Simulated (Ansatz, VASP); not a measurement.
**Two plane-wave programs on Os**

```xyz
3
Lattice="2.7370 0.0000 0.0000 -1.3685 2.3703 0.0000 0.0000 0.0000 6.6364" Properties=species:S:1:pos:R:3 pbc="T T T"
Os    0.9123    0.0000    2.2121
Os   -0.4562    0.7901    4.4243
Os    0.9123    1.5802    0.0000
```

Alike in both runs: functional PBE; k mesh 6 × 6 × 4; occupations gaussian, width 0.1 eV; no spin polarisation.

Ansatz relaxed the structure, and its values are those at the end. VASP's run is a single point on that final structure, the one shown.

|  | VASP | Ansatz |
| --- | --- | --- |
| version | VASP 6.6.1 | Ansatz 0.2.0 |
| potentials or method | VASP PAW PBE potentials, release 64 (Os), cutoff 520 eV | scalar-relativistic, plane waves, PAW |
| valence electrons in the cell | 24 | 48 |

|  | VASP | Ansatz | Ansatz less VASP |
| --- | --- | --- | --- |
| gap on the k mesh at the Fermi level (eV) | none | none | - |
| pressure (GPa) | -0.1 | 0.0 | +0.15 |

A gap of «none» marks a metal or a gap that the smearing closes. VASP's potentials hold 24 valence electrons a cell and Ansatz's 48, so a difference there can come from the potentials and not from the codes.

The k mesh is coarse, so the values compare programs but aren't converged. Spin-orbit coupling is off throughout.
